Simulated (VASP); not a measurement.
Input of a VASP 6.6.1 run:

Contents of INCAR:

```
PREC = Accurate
ENCUT = 600
EDIFF = 1E-6
ISMEAR = 0
SIGMA = 0.01
LREAL = False
LASPH = True
NELM = 120
ALGO = Normal
ISIF = 2
LWAVE = False
LCHARG = False
GGA = PS
NBANDS = 11
GGA_COMPAT = False
```

The input KPOINTS:

```
Automatic mesh
0
Gamma
  10 10 10
```

Contents of POSCAR:

```
BN
1.0
    0.0000000000      1.8075000000      1.8075000000
    1.8075000000      0.0000000000      1.8075000000
    1.8075000000      1.8075000000      0.0000000000
B N
1 1
Direct
    0.0000000000      0.0000000000      0.0000000000
    0.7500000000      0.7500000000      0.7500000000
```

Potentials or basis: VASP PAW PBE potentials, release 64 (B, N).

Launch:

```sh
$ cat potpaw_PBE.64/B/POTCAR potpaw_PBE.64/N/POTCAR > POTCAR
$ mpirun -np 1 vasp_std > vasp.out
```

(1) Estimate the band gap on the k mesh.

(2) Predict the pressure.

Results:

(1) 4.28 eV (least direct gap 8.76 eV).

(2) -2.6 GPa.

Caveat: the PAW data sets were made with another functional, which shifts forces and pressure a little.
